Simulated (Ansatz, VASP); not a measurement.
**One calculation of CdS, two programs**

```
Cd S
1.0
     4.07436    0.00000    0.00000
    -2.03718    3.52850    0.00000
     0.00000    0.00000    6.63871
Cd S
2 2
Direct
  0.33333 0.66667 0.99944
  0.66667 0.33333 0.49944
  0.33333 0.66667 0.37556
  0.66667 0.33333 0.87556
```

Alike in both runs: functional LDA; k mesh 7 × 7 × 4; occupations fermi-dirac, width 0.02 eV; no spin polarisation.

Ansatz relaxed the structure, and its values are those at the end. VASP's run is a single point on that final structure, the one shown.

|  | VASP | Ansatz |
| --- | --- | --- |
| version | VASP 6.6.1 | Ansatz 0.2.0 |
| potentials or method | VASP PAW LDA potentials, release 64 (Cd, S), cutoff 520 eV | all-electron LAPW, scalar-relativistic |

|  | VASP | Ansatz | Ansatz less VASP |
| --- | --- | --- | --- |
| pressure (GPa) | 0.5 | 0.0 | -0.52 |

LDA's correlation is that of Perdew and Zunger in VASP and of Perdew and Wang (1992) in Ansatz. Ansatz ran all-electron here, and VASP with PAW potentials.
